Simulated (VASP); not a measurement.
Wanted: the native input for a VASP 6.6.1 run.

```yaml
Task: single point
Functional: PBEsol
Potentials_or_basis: VASP PAW PBE potentials, release 64 (Au, Cu)
Cutoff: 520 eV
k_mesh: 9 × 9 × 7
Occupations: fermi-dirac, width 0.05 eV
Spin: no spin polarisation
Dipole_correction: no
Further_INCAR_settings: ALGO = Normal; EDIFF = 1e-06; NBANDS = 18
```

The structure of CuAu lies in POSCAR:

```
CuAu
1.0
    2.7544581690      0.0000000000      0.0000000000
    0.0000000000      2.7544581690      0.0000000000
    0.0000000000      0.0000000000      3.5590649006
Au Cu
1 1
Direct
    0.0000000000      0.0000000000      0.0000000000
    0.5000000000      0.5000000000      0.5000000000
```

One way to write it, as run:

INCAR

```
SYSTEM = CuAu
PREC = Accurate
ENCUT = 520
EDIFF = 1E-6
ISMEAR = -1
SIGMA = 0.05
LREAL = .FALSE.
LASPH = .TRUE.
NELM = 60
ALGO = Normal
ISIF = 2
LWAVE = .FALSE.
LCHARG = .FALSE.
GGA = PS
NBANDS = 18
```

KPOINTS

```
Automatic mesh
0
G
  9 9 7
  0 0 0
```

Potentials or basis: VASP PAW PBE potentials, release 64 (Au, Cu).

The run is started by

```console
$ cat potpaw_PBE.64/Au/POTCAR potpaw_PBE.64/Cu/POTCAR > POTCAR
$ mpirun -np 1 vasp_std > vasp.out
```

It gave:

```yaml
Pressure: 10.0 GPa
Band_gap_on_the_k_mesh: zero (bands 11 and 12 overlap by 5.76 eV)
```

Caveat: the cell stands under pressure; the PAW data sets were made with another functional, which shifts forces and pressure a little; spin-orbit coupling is left out, which moves the levels of the heavy elements.

Wall time 16 s on 1 thread of Intel(R) Xeon(R) Platinum 8488C (Sapphire Rapids), on a shared host, peak memory 0.15 GiB.
